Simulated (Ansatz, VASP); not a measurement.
# Two plane-wave programs on CdTe

INCAR

```
SYSTEM = CdTe
AGGAC = 1.0 ; AGGAX = 1.0
ALDAC = 0.0 ; ALDAX = 1.0
ALGO = Normal ; EDIFF = 1E-7
ENCUT = 520 ; GGA = B5
ISIF = 2 ; ISMEAR = -1
LASPH = .True. ; LCHARG = .False.
LREAL = .False. ; LWAVE = .False.
NBANDS = 16 ; NELM = 100
PREC = Accurate ; SIGMA = 0.05
```

KPOINTS

```
k-points
0
Gamma
  7 7 7
  0 0 0
```

Contents of POSCAR:

```
CdTe
1.0
    0.0000000000      3.1616838793      3.1616838793
    3.1616838793      0.0000000000      3.1616838793
    3.1616838793      3.1616838793      0.0000000000
Te Cd
1 1
Direct
    0.7500000000      0.7500000000      0.7500000000
    0.0000000000      0.0000000000      0.0000000000
```

File input.yaml:

```yaml
crystal:
  lattice:
    - [0.0, 3.1616838793, 3.1616838793]
    - [3.1616838793, 0.0, 3.1616838793]
    - [3.1616838793, 3.1616838793, 0.0]
  atoms:
    - { symbol: Te, position: [0.75, 0.75, 0.75] }
    - { symbol: Cd, position: [0.0, 0.0, 0.0] }
hamiltonian:
  xc: blyp
  pseudopotentials: { kind: paw }
kpoints:
  mp_grid: { grid: [7, 7, 7] }
scf:
  occupations: { method: fermi_dirac, width: 0.05 }
output:
  forces: true
  stress: true
  eigenvalues: true
  write_density: true
  write_potential: true
  elf: true
  volumetric_format: npy
```

Alike in both runs: task single point; functional BLYP; k mesh 7 × 7 × 7; occupations fermi-dirac, width 0.05 eV; no spin polarisation.

|  | VASP | Ansatz |
| --- | --- | --- |
| version | VASP 6.6.1 | Ansatz 0.2.0 |
| potentials or method | VASP PAW PBE potentials, release 64 (Te, Cd) | Ansatz PAW |
| plane-wave cutoff (eV) | 520 | 420 |
| valence electrons in the cell | 18 | 36 |

Ansatz gave:

| Property | Result |
| --- | --- |
| gap on the k mesh at the Fermi level (eV) | 0.92 |
| least direct gap on the mesh (eV) | 0.92 |
| pressure (GPa) | 9.6 |

Q: Estimate VASP's values.

A: gap on the k mesh at the Fermi level (eV): 0.96; least direct gap on the mesh (eV): 0.96; pressure (GPa): 10.0.

VASP's potentials were made for PBE, not for BLYP. VASP's potentials hold 18 valence electrons a cell and Ansatz's 36, so a difference there can come from the potentials and not from the codes.

Neither program's run includes spin-orbit coupling. Noted on Ansatz's run: odd divisions of the mesh miss points on the zone boundary, where band edges often lie, so the gap on the mesh can be too wide.
